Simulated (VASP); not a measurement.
# CuO (P4_2/mmc) in VASP: a series of runs, part 2 of 2

VASP 6.6.1. Earlier steps stand in the parts before.

## (4) Relaxation of cell and atoms, PBE

This run uses another cell than the first one, of 12.47 Å³/atom.

Input file INCAR:

```
SYSTEM = CuO
ALGO     = Normal         ! electronic algorithm
EDIFF    = 1E-7           ! SCF threshold, eV
EDIFFG   = -0.005         ! ionic threshold
ENCUT    = 600            ! plane-wave cutoff, eV
GGA      = PE             ! functional
IBRION   = 2              ! ionic algorithm
ISIF     = 3              ! what is computed and relaxed
ISMEAR   = -1             ! smearing method
LASPH    = .True.         ! aspherical terms in the spheres
LCHARG   = .False.        ! write CHGCAR
LREAL    = .False.        ! projectors in reciprocal space
LWAVE    = .False.        ! write WAVECAR
NELM     = 60             ! most SCF steps
NSW      = 80             ! ionic steps
PREC     = Accurate       ! precision mode
SIGMA    = 0.05           ! smearing width, eV
```

Input file KPOINTS:

```
k-points
0
Gamma
  6 6 5
  0 0 0
```

Input file POSCAR:

```
CuO
1.0
    3.4220509700      0.0000000000      0.0000000000
    0.0000000000      3.4220509700      0.0000000000
    0.0000000000      0.0000000000      4.2604614800
Cu O
2 2
Direct
    0.0000000000      0.5000000000      0.0000000000
    0.5000000000      0.0000000000      0.5000000000
    0.0000000000      0.0000000000      0.2500000000
    0.0000000000      0.0000000000      0.7500000000
```

Potentials or basis: VASP PAW PBE potentials, release 64 (Cu, O).

Launch:

```bash
cat potpaw_PBE.64/Cu/POTCAR potpaw_PBE.64/O/POTCAR > POTCAR
mpirun -np 1 vasp_std > vasp.out
```

OUTCAR:

```text
SYSTEM = CuO
   EDIFF = 1E-7
   EDIFFG = -0.005
   ENCUT = 600
   GGA = PE
   IBRION = 2
   ISIF = 3
   ISMEAR = -1
   LASPH = .True.
   LREAL = .False.
   NELM = 60
   NSW = 80
   PREC = Accurate

 ion  position               nearest neighbor table
   1  0.000  0.500  0.000-   3 2.02   4 2.02   3 2.02   4 2.02
   2  0.500  0.000  0.500-   3 2.02   4 2.02   3 2.02   4 2.02
   3  0.000  0.000  0.250-   1 2.02   2 2.02   1 2.02   2 2.02
   4  0.000  0.000  0.750-   1 2.02   2 2.02   1 2.02   2 2.02

  LATTYP: Found a simple tetragonal cell.
 ALAT       =     3.4220509700
 C/A-ratio  =     1.2450023443

  Lattice vectors:

 A1 = (   3.4220509700,   0.0000000000,   0.0000000000)
 A2 = (   0.0000000000,   3.4220509700,   0.0000000000)
 A3 = (   0.0000000000,   0.0000000000,   4.2604614800)

Analysis of symmetry for initial positions (statically):
=====================================================================
 Subroutine PRICEL returns:
[... 222 lines left out ...]
 fundamental gap:      0.0711253151
 Fermi energy:         4.1181186980

 k-point     1 :       0.0000    0.0000    0.0000
  band No.  band energies     occupation
      1     -15.5776      2.00000
      2     -13.5544      2.00000
      3      -3.5778      2.00000
      4      -1.2554      2.00000
      5      -1.2554      2.00000
      6       0.0141      2.00000
[... 832 lines left out ...]
--------------------------------------- Ionic step        9  -------------------------------------------

 number of electron      34.0000033 magnetization

 Free energy of the ion-electron system (eV)
  ---------------------------------------------------
  ext. energy  EPLUGINS =         0.00000000
  ---------------------------------------------------
  free energy    TOTEN  =       -19.74643542 eV

  energy without entropy =      -19.72857866  energy(sigma->0) =      -19.73750704

 E-fermi :   4.7152     XC(G=0): -11.2363

 val. band max:        4.6571319568   @ k =   0.5000   0.3333   0.4000
 cond. band min:       4.7430516799   @ k =   0.1667   0.1667   0.0000
 fundamental gap:      0.0859197231
 Fermi energy:         4.7151738483

 k-point     1 :       0.0000    0.0000    0.0000
  band No.  band energies     occupation
      1     -14.9673      2.00000
      2     -13.6655      2.00000
      3      -3.2484      2.00000
      4      -0.6318      2.00000
      5      -0.6318      2.00000
      6       1.0591      2.00000
[... 598 lines left out ...]
  FREE ENERGIE OF THE ION-ELECTRON SYSTEM (eV)
  ---------------------------------------------------
  free  energy   TOTEN  =       -19.7464354183 eV

  energy  without entropy=      -19.7285786608  energy(sigma->0) =      -19.73750704

 reached required accuracy - stopping structural energy minimisation
```

OSZICAR:

```text
N       E                     dE             d eps       ncg     rms          rms(c)
DAV:   1     0.321597350128E+03    0.32160E+03   -0.18165E+04  1268   0.267E+03
[... 99 lines left out ...]
DAV:   1    -0.197483402430E+02   -0.20534E-02   -0.74667E-02  1660   0.336E+00    0.339E-01
DAV:   2    -0.197469659077E+02    0.13743E-02   -0.57958E-03  1650   0.209E+00    0.170E-01
DAV:   3    -0.197466491997E+02    0.31671E-03   -0.13583E-03  1841   0.143E+00    0.121E-01
DAV:   4    -0.197464492255E+02    0.19997E-03   -0.30945E-04  1861   0.639E-01    0.359E-02
DAV:   5    -0.197464363565E+02    0.12869E-04   -0.10170E-04  1925   0.124E-01    0.108E-02
DAV:   6    -0.197464349308E+02    0.14257E-05   -0.78288E-06  2015   0.509E-02    0.376E-03
DAV:   7    -0.197464354206E+02   -0.48981E-06   -0.82913E-07  1796   0.161E-02    0.916E-04
DAV:   8    -0.197464354183E+02    0.22656E-08   -0.59416E-08   758   0.783E-03
   9 F= -.19746435E+02 E0= -.19737507E+02  d E =-.710717E-03
```

CONTCAR:

```text
CuO
   1.00000000000000
     2.9565269195253516    0.0000000000000000    0.0000000000000000
    -0.0000000000000000    2.9565269195253516    0.0000000000000000
     0.0000000000000000    0.0000000000000000    5.1417006014173152
  Cu              O
     2     2
Direct
     0.0000000000000000    0.5000000000000000    0.0000000000000000
     0.5000000000000000    0.0000000000000000    0.5000000000000000
     0.0000000000000000    0.0000000000000000    0.2500000000000000
     0.0000000000000000    0.0000000000000000    0.7500000000000000

  0.00000000E+00  0.00000000E+00  0.00000000E+00
  0.00000000E+00  0.00000000E+00  0.00000000E+00
  0.00000000E+00  0.00000000E+00  0.00000000E+00
  0.00000000E+00  0.00000000E+00  0.00000000E+00
```

Run time: 1.9 min. Hardware: 1 thread of Intel Xeon 6975P-C (Granite Rapids), shared host; peak memory 0.19 GiB.

What came out:

| Quantity | Value |
| --- | --- |
| Free energy | -19.7464 eV |
| Relaxed volume | 11.24 Å³/atom |
| Relaxed cell | a = 2.957 Å, b = 2.957 Å, c = 5.142 Å, α = 90.00°, β = 90.00°, γ = 90.00° |
| Space group after relaxing (to 0.1 Å) | P4_2/mmc (No. 131) |
| Energy gained by relaxing | 364.1 meV/atom |
| Ionic steps | 9 |
| Pressure after relaxing | 0.0 GPa |
| Band gap on the k mesh | zero (bands 17 and 18 overlap by 0.88 eV) |

Step by step:
| step | energy change (eV) | largest force (eV/Å) | pressure (GPa) | volume (Å³) |
| --- | --- | --- | --- | --- |
| 1 | 0.0000 | 0.0000 | -2.44 | 49.89 |
| 2 | -0.8829 | 0.0000 | -2.77 | 48.25 |
| 3 | -1.4427 | 0.0000 | 0.04 | 45.32 |
| 4 | -1.4557 | 0.0000 | 0.87 | 44.69 |
| 5 | -1.4548 | 0.0000 | 1.05 | 44.55 |
| 6 | -1.4544 | 0.0000 | -1.08 | 45.14 |
| 7 | -1.4556 | 0.0000 | 0.10 | 44.82 |
| 8 | -1.4562 | 0.0000 | 0.04 | 44.89 |
| 9 | -1.4564 | 0.0000 | 0.00 | 44.94 |

Final structure:
```xyz
4
Lattice="2.9565 0.0000 0.0000 0.0000 2.9565 0.0000 0.0000 0.0000 5.1417" Properties=species:S:1:pos:R:3 pbc="T T T"
Cu    0.0000    1.4783    0.0000
Cu    1.4783    0.0000    2.5708
O     0.0000    0.0000    1.2854
O     0.0000    0.0000    3.8563
```

Caveat: a cell axis changed by over 15 % at a fixed basis, so the end point is rough; semilocal functionals often make such compounds metallic where correlation or magnetic order opens a gap, which also shifts bond lengths.

## (5) Summary

```csv
task,level,cell,cutoff (eV),gap on the mesh (eV),pressure (GPa)
single point,PBEsol,"a = 2.895, b = 2.895, c = 5.091 Å, 4 atoms",520,none,0.7
single point,PBE,"a = 2.950, b = 2.950, c = 5.150 Å, 4 atoms",520,none,0.7
relaxation of cell and atoms,PBE,"relaxed from a = 3.422, b = 3.422, c = 4.260 Å, 4 atoms",600,none,0.0
```

Alike in all rows: potentials or basis VASP PAW PBE potentials, release 64 (Cu, O); no spin polarisation; k mesh 6 × 6 × 5; smearing fermi-dirac 0.05 eV.

Caveats: some runs use coarse meshes; semilocal functionals often make such compounds metallic where correlation or magnetic order opens a gap, which also shifts bond lengths; the PAW data sets were made with another functional, which shifts forces and pressure a little (at least some runs); a cell axis changed by over 15 % at a fixed basis, so the end point is rough (at least some runs).

Total energies depend on the potentials used, so only differences within one code and one set of settings carry meaning.

The gap in the log of VASP goes by the Fermi energy; the results here count the filled bands.